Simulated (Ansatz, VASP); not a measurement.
# Sn in VASP and in Ansatz

```
CELL_PARAMETERS angstrom
-1.71495 1.76363 2.32265
1.71495 -1.76363 2.32265
1.71495 1.76363 -2.32265
ATOMIC_POSITIONS crystal
Sn 0.00000 0.00000 0.00000
```

Change from the starting cell: volume scaled by 0.98.

Alike in both runs: task single point; functional LDA; k mesh 11 × 11 × 11; occupations fermi-dirac, width 0.05 eV; no spin polarisation.

|  | VASP | Ansatz |
| --- | --- | --- |
| version | VASP 6.6.1 | Ansatz 0.2.0 |
| potentials or method | VASP PAW LDA potentials, release 64 (Sn_d), cutoff 520 eV | all-electron LAPW, scalar-relativistic |

VASP gave:

```
gap on the k mesh at the Fermi level (eV)                     : none
pressure (GPa)                                                : -4.1
traceless stress, the component that is largest in VASP (GPa) : -0.99
```

**Question.** What did Ansatz give for the same quantities?

**Answer.** gap on the k mesh at the Fermi level (eV): none; pressure (GPa): -4.0; traceless stress, the component that is largest in VASP (GPa): -1.01.

LDA's correlation is that of Perdew and Zunger in VASP and of Perdew and Wang (1992) in Ansatz. A gap of «none» marks a metal or a gap that the smearing closes. Ansatz ran all-electron here, and VASP with PAW potentials.
